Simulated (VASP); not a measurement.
# SrO (Fm-3m) in VASP: settings compared

The runs below take SrO through single point, with PBE, PBE-based screened hybrid, PBE-based global hybrid.

All numbers are computed with VASP 6.6.1; they aren't measurements. Logs are shortened: lines on timing, memory, paths and dates and some standing lists are left out, and cuts for length are marked.

**1. The cell of the first run**

The structure is cubic, space group Fm-3m (No. 225). The conventional cell has a = 5.140 Å, b = 5.140 Å, c = 5.140 Å, α = 90.00°, β = 90.00°, γ = 90.00°. Sr (site symmetry m-3m) has 6 O at 2.57 Å within 3.4 Å. O (site symmetry m-3m) has 6 Sr at 2.57 Å within 3.4 Å.

**2. Single point, PBE**

INCAR

```
SYSTEM = SrO
PREC = Accurate
ENCUT = 520
EDIFF = 1E-6
ISMEAR = 0
SIGMA = 0.05
LREAL = .FALSE.
LASPH = .TRUE.
NELM = 60
ALGO = Normal
ISIF = 2
LWAVE = .FALSE.
LCHARG = .FALSE.
GGA = PE
NBANDS = 15
```

KPOINTS

```
Automatic mesh
0
G
  4 4 4
  0 0 0
```

POSCAR

```
SrO
1.0
    0.0000000000      2.5697984671      2.5697984671
    2.5697984671      0.0000000000      2.5697984671
    2.5697984671      2.5697984671      0.0000000000
Sr O
1 1
Direct
    0.5000000000      0.5000000000      0.5000000000
    0.0000000000      0.0000000000      0.0000000000
```

Potentials or basis: VASP PAW PBE potentials, release 64 (Sr_sv, O).

Command:

```
> cat potpaw_PBE.64/Sr_sv/POTCAR potpaw_PBE.64/O/POTCAR > POTCAR
> mpirun -np 1 vasp_std > vasp.out
```

OUTCAR:

```text
SYSTEM = SrO
   PREC = Accurate
   ENCUT = 520
   EDIFF = 1E-6
   ISMEAR = 0
   LREAL = .FALSE.
   LASPH = .TRUE.
   NELM = 60
   ISIF = 2
   GGA = PE

 ion  position               nearest neighbor table
   1  0.500  0.500  0.500-   2 2.57   2 2.57   2 2.57   2 2.57   2 2.57   2 2.57
   2  0.000  0.000  0.000-   1 2.57   1 2.57   1 2.57   1 2.57   1 2.57   1 2.57

  LATTYP: Found a face centered cubic cell.
 ALAT       =     5.1395969342

  Lattice vectors:

 A1 = (   0.0000000000,   2.5697984671,   2.5697984671)
 A2 = (   2.5697984671,   0.0000000000,   2.5697984671)
 A3 = (   2.5697984671,   2.5697984671,   0.0000000000)

Analysis of symmetry for initial positions (statically):
=====================================================================
 Subroutine PRICEL returns:
 Original cell was already a primitive cell.

 Routine SETGRP: Setting up the symmetry group for a
 face centered cubic supercell.

 Subroutine GETGRP returns: Found 48 space group operations
 (whereof 48 operations were pure point group operations)
 out of a pool of 48 trial point group operations.

The static configuration has the point symmetry O_h .

Analysis of symmetry for dynamics (positions and initial velocities):
=====================================================================
 Subroutine PRICEL returns:
 Original cell was already a primitive cell.

 Routine SETGRP: Setting up the symmetry group for a
 face centered cubic supercell.

 Subroutine GETGRP returns: Found 48 space group operations
 (whereof 48 operations were pure point group operations)
 out of a pool of 48 trial point group operations.

The dynamic configuration has the point symmetry O_h .

 Subroutine INISYM returns: Found 48 space group operations
 (whereof 48 operations are pure point group operations),
 and found     1 'primitive' translations

----------------------------------------------------------------------------------------

                                     Primitive cell

  volume of cell :      33.9412

  direct lattice vectors                    reciprocal lattice vectors
     0.000000000  2.569798467  2.569798467    -0.194567787  0.194567787  0.194567787
     2.569798467  0.000000000  2.569798467     0.194567787 -0.194567787  0.194567787
     2.569798467  2.569798467  0.000000000     0.194567787  0.194567787 -0.194567787

  length of vectors
     3.634243845  3.634243845  3.634243845     0.337001292  0.337001292  0.337001292

  position of ions in fractional coordinates (direct lattice)
     0.500000000  0.500000000  0.500000000
     0.000000000  0.000000000  0.000000000

  ion indices of the primitive-cell ions
   primitive index   ion index
                 1           1
                 2           2

----------------------------------------------------------------------------------------

 KPOINTS: Automatic mesh

Automatic generation of k-mesh.
 Grid dimensions read from file:
 generate k-points for:    4    4    4

 Generating k-lattice:

  Cartesian coordinates                     Fractional coordinates (reciprocal lattice)
    -0.048641947  0.048641947  0.048641947     0.250000000  0.000000000  0.000000000
     0.048641947 -0.048641947  0.048641947     0.000000000  0.250000000  0.000000000
     0.048641947  0.048641947 -0.048641947     0.000000000  0.000000000  0.250000000

  Length of vectors
     0.084250323  0.084250323  0.084250323

  Shift w.r.t. Gamma in fractional coordinates (k-lattice)
     0.000000000  0.000000000  0.000000000

 Subroutine IBZKPT returns following result:
 ===========================================

 Found      8 irreducible k-points:

 Following reciprocal coordinates:
            Coordinates               Weight
  0.000000  0.000000  0.000000      1.000000
  0.250000  0.000000  0.000000      8.000000
  0.500000  0.000000  0.000000      4.000000
  0.250000  0.250000  0.000000      6.000000
  0.500000  0.250000  0.000000     24.000000
 -0.250000  0.250000  0.000000     12.000000
  0.500000  0.500000  0.000000      3.000000
 -0.250000  0.500000  0.250000      6.000000
   k-points           NKPTS =      8   k-points in BZ     NKDIM =      8   number of bands    NBANDS=     15
   number of dos      NEDOS =    301   number of ions     NIONS =      2
   total plane-waves  NPLWV =  21952
   dimension x,y,z NGX =    28 NGY =   28 NGZ =   28
   dimension x,y,z NGXF=    56 NGYF=   56 NGZF=   56
   ions per type =               1   1
   NGX,Y,Z   is equivalent  to a cutoff of  12.81, 12.81, 12.81 a.u.
   NGXF,Y,Z  is equivalent  to a cutoff of  25.62, 25.62, 25.62 a.u.
 SYSTEM =  SrO
   PREC   = accura    normal or accurate (medium, high low for compatibility)
   ISTART =      0    job   : 0-new  1-cont  2-samecut
   ICHARG =      2    charge: 1-file 2-atom 10-const
   ISPIN  =      1    spin polarized calculation?
   LNONCOLLINEAR =      F non collinear calculations
   LSORBIT =      F    spin-orbit coupling
   LASPH  =      T    aspherical Exc in radial PAW
   ENCUT  =  520.0 eV  38.22 Ry    6.18 a.u.   6.76  6.76  6.76*2*pi/ulx,y,z
   NELM   =     60;   NELMIN=  2; NELMDL= -5     # of ELM steps
   EDIFF  = 0.1E-05   stopping-criterion for ELM
   LREAL  =      F    real-space projection
   EDIFFG = 0.1E-04   stopping-criterion for IOM
   NSW    =      0    number of steps for IOM
   IBRION =     -1    ionic relax: 0-MD 1-quasi-New 2-CG
   NFREE  =      0    steps in history (QN), initial steepest desc. (CG)
   ISIF   =      2    stress and relaxation
   ISYM   =      2    0-nonsym 1-usesym 2-fastsym
   POTIM  = 0.5000    time-step for ionic-motion
   TEBEG  =    0.0;   TEEND  =   0.0 temperature during run
   PSTRESS=    0.0 pullay stress
   NELECT =      16.0000    total number of electrons
   NUPDOWN=      -1.0000    fix difference up-down
   EMIN   =  10.00;   EMAX   =-10.00  energy-range for DOS
   EFERMI =   0.00;   METHOD = LEGACY
   ISMEAR =     0;   SIGMA  =   0.05  broadening in eV -4-tet -1-fermi 0-gaus
   EFERMI_NEDOS =   21; number of points for ismear=-14 and -15
   IALGO  =     38    algorithm
   IMIX   =      4    mixing-type and parameters
     AMIX     =   0.40;   BMIX     =  1.00
     AMIX_MAG =   1.60;   BMIX_MAG =  1.00
  volume/ion in A,a.u.               =      16.97       114.52
  Fermi-wavevector in a.u.,A,eV,Ry     =   1.274107  2.407712 22.086985  1.623348
  Thomas-Fermi vector in A             =   2.406893
   LORBIT       =      0    0 simple, 1 ext, 2 COOP (PROOUT), +10 PAW based schemes
   GGA     = PE    functional components
   LHFCALC =     F    Hartree Fock is set to
   AEXX    =    0.0000 exact exchange contribution
   IVDW    =     0    specifies the selected vdW correction
   LEPSILON=     F    determine dielectric tensor
   LRPA    =     F    only Hartree local field effects (RPA)
 non-spin polarized calculation
 Gauss-broadening in eV      SIGMA  =   0.05
  energy-cutoff  :      520.00
  volume of cell :       33.94
 maximum number of plane-waves:       941
   NGX = 13   NGY = 13   NGZ = 13

 number of electron      15.9999997 magnetization

 Free energy of the ion-electron system (eV)
  ---------------------------------------------------
  ext. energy  EPLUGINS =         0.00000000
  ---------------------------------------------------
  free energy    TOTEN  =       -12.03682773 eV

  energy without entropy =      -12.03682773  energy(sigma->0) =      -12.03682773

 E-fermi :   1.9319     XC(G=0): -10.0317

 val. band max:        1.6767869933   @ k =   0.0000   0.0000   0.0000
 cond. band min:       4.9347996784   @ k =   0.5000   0.5000   0.0000
 fundamental gap:      3.2580126852
 Fermi energy:         1.9318816945

 k-point     1 :       0.0000    0.0000    0.0000
  band No.  band energies     occupation
      1     -30.7153      2.00000
      2     -13.4153      2.00000
      3     -12.3516      2.00000
      4     -12.3516      2.00000
      5     -12.3516      2.00000
      6       1.6768      2.00000
      7       1.6768      2.00000
      8       1.6768      2.00000
      9       5.6657      0.00000
     10       7.8839      0.00000
     11       7.8839      0.00000
     12       7.8839      0.00000
     13      10.0540      0.00000
     14      10.0540      0.00000
     15      14.3911      0.00000

 k-point     2 :       0.2500    0.0000    0.0000
  band No.  band energies     occupation
      1     -30.6464      2.00000
      2     -14.3596      2.00000
      3     -12.3931      2.00000
      4     -12.3931      2.00000
      5     -11.5753      2.00000
      6       0.3972      2.00000
      7       1.0519      2.00000
      8       1.0519      2.00000
      9       7.6641      0.00000
     10       7.9120      0.00000
     11       9.0207      0.00000
     12       9.0207      0.00000
     13      11.4832      0.00000
     14      11.4832      0.00000
     15      17.3737      0.00000

 k-point     3 :       0.5000    0.0000    0.0000
  band No.  band energies     occupation
      1     -30.5761      2.00000
      2     -14.9445      2.00000
      3     -12.4334      2.00000
      4     -12.4334      2.00000
      5     -11.1591      2.00000
      6      -0.4981      2.00000
      7       0.5357      2.00000
      8       0.5357      2.00000
      9       8.2318      0.00000
     10      10.1400      0.00000
     11      10.5256      0.00000
     12      10.5256      0.00000
     13      13.5985      0.00000
     14      13.5985      0.00000
     15      16.4799      0.00000
[... 55 lines left out ...]
 k-point     7 :       0.5000    0.5000    0.0000
  band No.  band energies     occupation
      1     -30.5359      2.00000
      2     -13.3899      2.00000
      3     -13.3129      2.00000
      4     -12.7189      2.00000
      5     -12.7189      2.00000
      6       1.2451      2.00000
      7       1.5893      2.00000
      8       1.5893      2.00000
      9       4.9348      0.00000
     10       9.4856      0.00000
     11      11.8528      0.00000
     12      12.0689      0.00000
     13      12.7724      0.00000
     14      12.7724      0.00000
     15      15.3806      0.00000

 k-point     8 :      -0.2500    0.5000    0.2500
  band No.  band energies     occupation
      1     -30.5342      2.00000
      2     -14.0946      2.00000
      3     -13.0252      2.00000
      4     -13.0252      2.00000
      5     -11.7681      2.00000
      6       0.5478      2.00000
      7       1.2380      2.00000
      8       1.2380      2.00000
      9       7.6972      0.00000
     10       7.6972      0.00000
     11      10.3018      0.00000
     12      12.7885      0.00000
     13      13.0217      0.00000
     14      14.4790      0.00000
     15      16.3590      0.00000

------------------------ aborting loop because EDIFF is reached ----------------------------------------

  FORCE on cell =-STRESS in cart. coord.  units (eV):
  Direction    XX          YY          ZZ          XY          YZ          ZX
  --------------------------------------------------------------------------------------
  -------------------------------------------------------------------------------------
  Total        0.7499676      0.7499676      0.7499676     -0.0000000     -0.0000000      0.0000000
  in kB       35.4018465     35.4018465     35.4018465     -0.0000000     -0.0000000      0.0000000
  external PRESSURE =      35.4018465 kB  Pullay stress =       0.0000000 kB

 VOLUME and BASIS-vectors are now :
 -----------------------------------------------------------------------------
  energy-cutoff  :      520.00
  volume of cell :       33.94
      direct lattice vectors                 reciprocal lattice vectors
     0.000000000  2.569798467  2.569798467    -0.194567787  0.194567787  0.194567787
     2.569798467  0.000000000  2.569798467     0.194567787 -0.194567787  0.194567787
     2.569798467  2.569798467  0.000000000     0.194567787  0.194567787 -0.194567787

 POSITION                                       TOTAL-FORCE (eV/Angst)
 -----------------------------------------------------------------------------------
      2.56980      2.56980      2.56980        -0.000000      0.000000     -0.000000
      0.00000      0.00000      0.00000         0.000000     -0.000000      0.000000
 -----------------------------------------------------------------------------------
    total drift:                                0.000000      0.000000      0.000000

  FREE ENERGIE OF THE ION-ELECTRON SYSTEM (eV)
  ---------------------------------------------------
  free  energy   TOTEN  =       -12.0368277284 eV

  energy  without entropy=      -12.0368277284  energy(sigma->0) =      -12.03682773
```

Run time: 7.7 s. Hardware: 1 thread of Intel Xeon Platinum 8259CL at 2.50GHz (Skylake/Cascade Lake), shared host; peak memory 0.15 GiB.

What came out:

* Free energy: -12.0368 eV
* Pressure: 3.5 GPa
* Band gap on the k mesh: 3.26 eV, indirect (least direct gap 3.35 eV)

Caveat: the k points lie up to 0.53 Å⁻¹ apart.

(Part 1 of 2 ends here.)
